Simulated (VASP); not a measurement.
# Na3Be2GaSb3 (P6/mmm) in VASP: a series of runs

Na3Be2GaSb3 is run at these levels: PBE; tasks: relaxation of cell and atoms, single point.

Program: VASP 6.6.1. These are calculated values, not measurements. Logs are shortened: lines on timing, memory, paths and dates and some standing lists are left out, and cuts for length are marked.

### 1 The cell of the first run

It takes space group P6/mmm (No. 191, hexagonal). The conventional cell has a = 6.220 Å, b = 6.220 Å, c = 6.381 Å, α = 90.00°, β = 90.00°, γ = 120.00°. Within 4.1 Å of Na (site symmetry mmm) lie 4 Na at 3.11 Å and 2 Ga at 3.11 Å and 2 Sb at 3.19 Å and 4 Be at 3.66 Å. Be (site symmetry -6m2) has 3 Sb at 1.80 Å within 2.4 Å. Ga (site symmetry 6/mmm) has 6 Na at 3.11 Å within 4.1 Å. Sb (site symmetry mmm) has 2 Be at 1.80 Å within 2.4 Å.

### 2 Relaxation of cell and atoms, PBE

File INCAR:

```
PREC     = Accurate       # precision mode
ENCUT    = 600            # plane-wave cutoff, eV
EDIFF    = 1E-6           # SCF threshold, eV
ISMEAR   = 0              # smearing method
SIGMA    = 0.1            # smearing width, eV
LREAL    = F              # projectors in reciprocal space
LASPH    = T              # aspherical terms in the spheres
NELM     = 100            # most SCF steps
ALGO     = Normal         # electronic algorithm
ISIF     = 3              # what is computed and relaxed
LWAVE    = F              # write WAVECAR
LCHARG   = F              # write CHGCAR
GGA      = PE             # functional
IBRION   = 2              # ionic algorithm
NSW      = 90             # ionic steps
EDIFFG   = -0.04          # ionic threshold
```

File KPOINTS:

```
Automatic mesh
0
Gamma
  3 3 4
```

File POSCAR:

```
Na3Be2GaSb3
1.0
    6.2199669100      0.0000000000      0.0000000000
   -3.1099834500      5.3866493500      0.0000000000
    0.0000000000      0.0000000000      6.3807220100
Na Be Ga Sb
3 2 1 3
Direct
    0.5000000000      0.0000000000      0.5000000000
    0.0000000000      0.5000000000      0.5000000000
    0.5000000000      0.5000000000      0.5000000000
    0.3333333300      0.6666666700      0.0000000000
    0.6666666700      0.3333333300      0.0000000000
    0.0000000000      0.0000000000      0.5000000000
    0.5000000000      0.0000000000      0.0000000000
    0.0000000000      0.5000000000      0.0000000000
    0.5000000000      0.5000000000      0.0000000000
```

Potentials or basis: VASP PAW PBE potentials, release 64 (Na_pv, Be, Ga_d, Sb).

The run is started by

```sh
> cat potpaw_PBE.64/Na_pv/POTCAR potpaw_PBE.64/Be/POTCAR potpaw_PBE.64/Ga_d/POTCAR potpaw_PBE.64/Sb/POTCAR > POTCAR
> mpirun -np 1 vasp_std > vasp.out
```

OUTCAR:

```text
PREC = Accurate
   ENCUT = 600
   EDIFF = 1E-6
   ISMEAR = 0
   LREAL = F
   LASPH = T
   NELM = 100
   ISIF = 3
   GGA = PE
   IBRION = 2
   NSW = 90
   EDIFFG = -0.04

 ion  position               nearest neighbor table
   1  0.500  0.000  0.500-   7 3.19   7 3.19
   2  0.000  0.500  0.500-   8 3.19   8 3.19
   3  0.500  0.500  0.500-   9 3.19   9 3.19
   4  0.333  0.667  0.000-   7 1.80   8 1.80   9 1.80
   5  0.667  0.333  0.000-   7 1.80   8 1.80   9 1.80
   6  0.000  0.000  0.500-
   7  0.500  0.000  0.000-   4 1.80   5 1.80   9 3.11   9 3.11   8 3.11   8 3.11   1 3.19   1 3.19

   8  0.000  0.500  0.000-   4 1.80   5 1.80   7 3.11   7 3.11   9 3.11   9 3.11   2 3.19   2 3.19

   9  0.500  0.500  0.000-   4 1.80   5 1.80   7 3.11   7 3.11   8 3.11   8 3.11   3 3.19   3 3.19

  LATTYP: Found a hexagonal cell.
 ALAT       =     6.2199669100
 C/A-ratio  =     1.0258450089

  Lattice vectors:

 A1 = (   6.2199669100,   0.0000000000,   0.0000000000)
 A2 = (  -3.1099834500,   5.3866493500,   0.0000000000)
 A3 = (   0.0000000000,   0.0000000000,   6.3807220100)

Analysis of symmetry for initial positions (statically):
=====================================================================
 Subroutine PRICEL returns:
 Original cell was already a primitive cell.

 Routine SETGRP: Setting up the symmetry group for a
 hexagonal supercell.

 Subroutine GETGRP returns: Found 24 space group operations
 (whereof 24 operations were pure point group operations)
 out of a pool of 24 trial point group operations.

The static configuration has the point symmetry D_6h.

Analysis of symmetry for dynamics (positions and initial velocities):
=====================================================================
 Subroutine PRICEL returns:
 Original cell was already a primitive cell.

 Routine SETGRP: Setting up the symmetry group for a
 hexagonal supercell.

 Subroutine GETGRP returns: Found 24 space group operations
 (whereof 24 operations were pure point group operations)
 out of a pool of 24 trial point group operations.

The dynamic configuration has the point symmetry D_6h.

 Subroutine INISYM returns: Found 24 space group operations
 (whereof 24 operations are pure point group operations),
 and found     1 'primitive' translations

----------------------------------------------------------------------------------------

                                     Primitive cell

  volume of cell :     213.7847

  direct lattice vectors                    reciprocal lattice vectors
     6.219966910  0.000000000  0.000000000     0.160772559  0.092822080  0.000000000
    -3.109983450  5.386649350  0.000000000     0.000000000  0.185644161  0.000000000
     0.000000000  0.000000000  6.380722010     0.000000000  0.000000000  0.156722076

  length of vectors
     6.219966910  6.219966903  6.380722010     0.185644161  0.185644161  0.156722076

  position of ions in fractional coordinates (direct lattice)
     0.500000000  0.000000000  0.500000000
     0.000000000  0.500000000  0.500000000
     0.500000000  0.500000000  0.500000000
     0.333333330  0.666666670  0.000000000
     0.666666670  0.333333330  0.000000000
     0.000000000  0.000000000  0.500000000
     0.500000000  0.000000000  0.000000000
     0.000000000  0.500000000  0.000000000
     0.500000000  0.500000000  0.000000000

  ion indices of the primitive-cell ions
   primitive index   ion index
                 1           1
                 2           2
                 3           3
                 4           4
                 5           5
                 6           6
                 7           7
                 8           8
                 9           9

----------------------------------------------------------------------------------------

 KPOINTS: Automatic mesh

Automatic generation of k-mesh.
 Grid dimensions read from file:
 generate k-points for:    3    3    4

 Generating k-lattice:

  Cartesian coordinates                     Fractional coordinates (reciprocal lattice)
     0.053590853  0.030940693  0.000000000     0.333333333  0.000000000  0.000000000
     0.000000000  0.061881387  0.000000000     0.000000000  0.333333333  0.000000000
     0.000000000  0.000000000  0.039180519     0.000000000  0.000000000  0.250000000

  Length of vectors
     0.061881387  0.061881387  0.039180519

  Shift w.r.t. Gamma in fractional coordinates (k-lattice)
     0.000000000  0.000000000  0.000000000

 Subroutine IBZKPT returns following result:
 ===========================================

 Found      9 irreducible k-points:

 Following reciprocal coordinates:
            Coordinates               Weight
  0.000000  0.000000  0.000000      1.000000
  0.333333 -0.000000  0.000000      6.000000
  0.333333  0.333333  0.000000      2.000000
  0.000000  0.000000  0.250000      2.000000
  0.333333 -0.000000  0.250000     12.000000
  0.333333  0.333333  0.250000      4.000000
  0.000000  0.000000  0.500000      1.000000
  0.333333 -0.000000  0.500000      6.000000
  0.333333  0.333333  0.500000      2.000000
   k-points           NKPTS =      9   k-points in BZ     NKDIM =      9   number of bands    NBANDS=     31
   number of dos      NEDOS =    301   number of ions     NIONS =      9
   total plane-waves  NPLWV = 135000
   dimension x,y,z NGX =    50 NGY =   50 NGZ =   54
   dimension x,y,z NGXF=   100 NGYF=  100 NGZF=  108
   ions per type =               3   2   1   3
   NGX,Y,Z   is equivalent  to a cutoff of  13.36, 13.36, 14.07 a.u.
   NGXF,Y,Z  is equivalent  to a cutoff of  26.73, 26.73, 28.14 a.u.
 SYSTEM =  unknown system
   PREC   = accura    normal or accurate (medium, high low for compatibility)
   ISTART =      0    job   : 0-new  1-cont  2-samecut
   ICHARG =      2    charge: 1-file 2-atom 10-const
   ISPIN  =      1    spin polarized calculation?
   LNONCOLLINEAR =      F non collinear calculations
   LSORBIT =      F    spin-orbit coupling
   LASPH  =      T    aspherical Exc in radial PAW
   ENCUT  =  600.0 eV  44.10 Ry    6.64 a.u.  12.42 12.42 12.74*2*pi/ulx,y,z
   NELM   =    100;   NELMIN=  2; NELMDL= -5     # of ELM steps
   EDIFF  = 0.1E-05   stopping-criterion for ELM
   LREAL  =      F    real-space projection
   EDIFFG = -.4E-01   stopping-criterion for IOM
   NSW    =     90    number of steps for IOM
   IBRION =      2    ionic relax: 0-MD 1-quasi-New 2-CG
   NFREE  =      1    steps in history (QN), initial steepest desc. (CG)
   ISIF   =      3    stress and relaxation
   ISYM   =      2    0-nonsym 1-usesym 2-fastsym
   POTIM  = 0.5000    time-step for ionic-motion
   TEBEG  =    0.0;   TEEND  =   0.0 temperature during run
   PSTRESS=    0.0 pullay stress
   NELECT =      53.0000    total number of electrons
   NUPDOWN=      -1.0000    fix difference up-down
   EMIN   =  10.00;   EMAX   =-10.00  energy-range for DOS
   EFERMI =   0.00;   METHOD = LEGACY
   ISMEAR =     0;   SIGMA  =   0.10  broadening in eV -4-tet -1-fermi 0-gaus
   EFERMI_NEDOS =   21; number of points for ismear=-14 and -15
   IALGO  =     38    algorithm
   IMIX   =      4    mixing-type and parameters
     AMIX     =   0.40;   BMIX     =  1.00
     AMIX_MAG =   1.60;   BMIX_MAG =  1.00
  volume/ion in A,a.u.               =      23.75       160.30
  Fermi-wavevector in a.u.,A,eV,Ry     =   1.028430  1.943450 14.390440  1.057668
  Thomas-Fermi vector in A             =   2.162426
   LORBIT       =      0    0 simple, 1 ext, 2 COOP (PROOUT), +10 PAW based schemes
   GGA     = PE    functional components
   LHFCALC =     F    Hartree Fock is set to
   AEXX    =    0.0000 exact exchange contribution
   IVDW    =     0    specifies the selected vdW correction
   LEPSILON=     F    determine dielectric tensor
   LRPA    =     F    only Hartree local field effects (RPA)
 conjugate gradient relaxation of ions
 non-spin polarized calculation
 Gauss-broadening in eV      SIGMA  =   0.10
  energy-cutoff  :      600.00
  volume of cell :      213.78
 maximum number of plane-waves:      7202
 NGX is ok and might be reduce to    50
   NGX = 25   NGY = 25   NGZ = 25

--------------------------------------- Ionic step        1  -------------------------------------------

 number of electron      53.0000025 magnetization

 Free energy of the ion-electron system (eV)
  ---------------------------------------------------
  ext. energy  EPLUGINS =         0.00000000
  ---------------------------------------------------
  free energy    TOTEN  =        -9.93131749 eV

  energy without entropy =       -9.89705258  energy(sigma->0) =       -9.91418504

------------------------ aborting loop because EDIFF is reached ----------------------------------------

  FORCE on cell =-STRESS in cart. coord.  units (eV):
  Direction    XX          YY          ZZ          XY          YZ          ZX
  --------------------------------------------------------------------------------------
  -------------------------------------------------------------------------------------
  Total       63.4407569     63.4407568     -0.4922323      0.0000001      0.0000000      0.0000000
  in kB      475.4472440    475.4472432     -3.6889610      0.0000004      0.0000000      0.0000000
  external PRESSURE =     315.7351754 kB  Pullay stress =       0.0000000 kB

 VOLUME and BASIS-vectors are now :
 -----------------------------------------------------------------------------
  energy-cutoff  :      600.00
  volume of cell :      213.78
      direct lattice vectors                 reciprocal lattice vectors
     6.219966910  0.000000000  0.000000000     0.160772559  0.092822080  0.000000000
    -3.109983450  5.386649350  0.000000000     0.000000000  0.185644161  0.000000000
     0.000000000  0.000000000  6.380722010     0.000000000  0.000000000  0.156722076
[... 259 lines left out ...]
 POSITION                                       TOTAL-FORCE (eV/Angst)
 -----------------------------------------------------------------------------------
      4.02694      0.00000      2.98849        -0.000000      0.000000     -0.000000
     -2.01347      3.48743      2.98849        -0.000000      0.000000     -0.000000
      2.01347      3.48743      2.98849        -0.000000     -0.000000     -0.000000
     -0.00000      4.64991     -0.00000         0.000000     -0.000000     -0.000000
      4.02694      2.32495     -0.00000        -0.000000      0.000000      0.000000
      0.00000     -0.00000      2.98849        -0.000000     -0.000000     -0.000000
      4.02694      0.00000     -0.00000        -0.000000      0.000000     -0.000000
     -2.01347      3.48743     -0.00000        -0.000000      0.000000     -0.000000
      2.01347      3.48743     -0.00000        -0.000000     -0.000000     -0.000000
 -----------------------------------------------------------------------------------
    total drift:                               -0.000000     -0.000000      0.000000

  FREE ENERGIE OF THE ION-ELECTRON SYSTEM (eV)
  ---------------------------------------------------
  free  energy   TOTEN  =       -23.4059395019 eV

  energy  without entropy=      -23.3958173543  energy(sigma->0) =      -23.40087843

--------------------------------------- Ionic step        8  -------------------------------------------

 number of electron      53.0000046 magnetization

 Free energy of the ion-electron system (eV)
  ---------------------------------------------------
  ext. energy  EPLUGINS =         0.00000000
  ---------------------------------------------------
  free energy    TOTEN  =       -23.40759938 eV

  energy without entropy =      -23.39804717  energy(sigma->0) =      -23.40282327

 E-fermi :   1.6100     XC(G=0):  -6.9528

 val. band max:        1.5165314714   @ k =   0.0000   0.0000   0.5000
 cond. band min:       1.6738131388   @ k =   0.3333   0.3333   0.0000
 fundamental gap:      0.1572816674
 Fermi energy:         1.6100387804

 k-point     1 :       0.0000    0.0000    0.0000
  band No.  band energies     occupation
      1     -23.3051      2.00000
      2     -23.2965      2.00000
      3     -23.2965      2.00000
      4     -23.2819      2.00000
      5     -23.2819      2.00000
      6     -23.2786      2.00000
[... 317 lines left out ...]
 POSITION                                       TOTAL-FORCE (eV/Angst)
 -----------------------------------------------------------------------------------
      0.00000      6.97673      2.96987         0.000000     -0.000000      0.000000
     -2.01401      3.48836      2.96987         0.000000     -0.000000      0.000000
      2.01401      3.48836      2.96987         0.000000     -0.000000      0.000000
     -0.00000      4.65115     -0.00000        -0.000000     -0.000000      0.000000
      4.02802      2.32558     -0.00000         0.000000      0.000000      0.000000
     -4.02802      6.97673      2.96987         0.000000     -0.000000      0.000000
      0.00000      6.97673      5.93974         0.000000     -0.000000      0.000000
     -2.01401      3.48836      5.93974         0.000000     -0.000000      0.000000
      2.01401      3.48836      5.93974         0.000000     -0.000000      0.000000
 -----------------------------------------------------------------------------------
    total drift:                               -0.000000     -0.000000      0.000000

  FREE ENERGIE OF THE ION-ELECTRON SYSTEM (eV)
  ---------------------------------------------------
  free  energy   TOTEN  =       -23.4075993839 eV

  energy  without entropy=      -23.3980471652  energy(sigma->0) =      -23.40282327

 reached required accuracy - stopping structural energy minimisation
```

Run time: 15 min. Hardware: 1 thread of Intel Xeon 8259CL, shared host; peak memory 0.45 GiB.

Results:

- Free energy: -23.4076 eV
- Relaxed volume: 37.09 Å³/atom
- Relaxed cell: a = 8.056 Å, b = 8.056 Å, c = 5.940 Å, α = 90.00°, β = 90.00°, γ = 120.00°
- Space group after relaxing (to 0.05 Å): P6/mmm (No. 191)
- Energy gained by relaxing: 1497.4 meV/atom
- Ionic steps: 8
- Pressure after relaxing: 0.0 GPa

The path:
```tsv
step	energy change (eV)	largest force (eV/Å)	pressure (GPa)	volume (Å³)
1	0.0000	0.0000	31.57	213.78
2	-13.0915	0.0000	-2.04	382.89
3	-13.1720	0.0000	-0.03	341.78
4	-13.2358	0.0000	-1.04	358.89
5	-13.2358	0.0000	-0.87	355.62
6	-13.4069	0.0000	-0.54	344.99
7	-13.4746	0.0000	-0.12	335.75
8	-13.4763	0.0000	-0.02	333.84
```

Final structure:
```xyz
9
Lattice="8.0560 0.0000 0.0000 -4.0280 6.9767 0.0000 0.0000 0.0000 5.9397" Properties=species:S:1:pos:R:3 pbc="T T T"
Na    0.0000    6.9767    2.9699
Na   -2.0140    3.4884    2.9699
Na    2.0140    3.4884    2.9699
Be    0.0000    4.6512    0.0000
Be    4.0280    2.3256    0.0000
Ga   -4.0280    6.9767    2.9699
Sb    0.0000    6.9767    5.9397
Sb   -2.0140    3.4884    5.9397
Sb    2.0140    3.4884    5.9397
```

Levels at points of the mesh, in eV from the Fermi level:
```tsv
k point	band 24	band 25	band 26	band 27	band 28	band 29	band 30	band 31
(0.00, 0.00, 0.00)	-0.87	-0.63	-0.63	0.32	0.82	0.89	0.89	1.17
(0.00, 0.00, 0.50)	-1.51	-0.20	-0.20	-0.19	-0.09	-0.09	0.31	0.93
```

Caveat: the k points lie up to 0.30 Å⁻¹ apart in the final cell; the volume moved by over 15 % at a fixed basis, so the end points are rough; spin-orbit coupling is left out, which moves the levels of the heavy elements.

### 3 Single point, PBE

This run uses another cell than the first one, of 37.12 Å³/atom, 1.563 times its volume.

File INCAR:

```
SYSTEM = Na3Be2GaSb3
PREC = Accurate
ENCUT = 520
EDIFF = 1E-7
ISMEAR = 0
SIGMA = 0.1
LREAL = .FALSE.
LASPH = .TRUE.
NELM = 80
ALGO = Fast
ISIF = 2
LWAVE = .FALSE.
LCHARG = .FALSE.
GGA = PE
NBANDS = 36
```

File KPOINTS:

```
Automatic mesh
0
G
  6 6 6
  0 0 0
```

File POSCAR:

```
Na3Be2GaSb3
1.0
    8.0440562575      0.0000000000      0.0000000000
   -4.0220281288      6.9663570685      0.0000000000
    0.0000000000      0.0000000000      5.9621875230
Na Be Ga Sb
3 2 1 3
Direct
    0.5000000000      0.0000000000      0.5000000000
    0.0000000000      0.5000000000      0.5000000000
    0.5000000000      0.5000000000      0.5000000000
    0.3333333333      0.6666666667      0.0000000000
    0.6666666667      0.3333333333      0.0000000000
    0.0000000000      0.0000000000      0.5000000000
    0.5000000000      0.0000000000      0.0000000000
    0.0000000000      0.5000000000      0.0000000000
    0.5000000000      0.5000000000      0.0000000000
```

Potentials or basis: VASP PAW PBE potentials, release 64 (Na_pv, Be, Ga_d, Sb).

The run is started by

```sh
> cat potpaw_PBE.64/Na_pv/POTCAR potpaw_PBE.64/Be/POTCAR potpaw_PBE.64/Ga_d/POTCAR potpaw_PBE.64/Sb/POTCAR > POTCAR
> mpirun -np 1 vasp_std > vasp.out
```

Wall time 17 min (1 thread of Intel Xeon 8259CL, shared host); peak memory 0.65 GiB.

Results (log left out):

```
Free energy : -23.3506 eV
Pressure    : 0.1 GPa
```

Levels at points of the mesh, in eV from the Fermi level:
| k point | band 24 | band 25 | band 26 | band 27 | band 28 | band 29 |
| --- | --- | --- | --- | --- | --- | --- |
| (0.00, 0.00, 0.00) | -0.90 | -0.64 | -0.64 | 0.28 | 0.78 | 0.86 |
| (0.50, 0.00, 0.00) | -1.35 | -1.28 | -0.92 | -0.48 | 0.31 | 0.50 |
| (0.00, 0.00, 0.50) | -1.53 | -0.24 | -0.24 | -0.21 | -0.08 | -0.08 |
| (0.50, 0.00, 0.50) | -1.69 | -1.52 | -0.94 | 0.38 | 0.39 | 0.55 |

Caveat: spin-orbit coupling is left out, which moves the levels of the heavy elements.
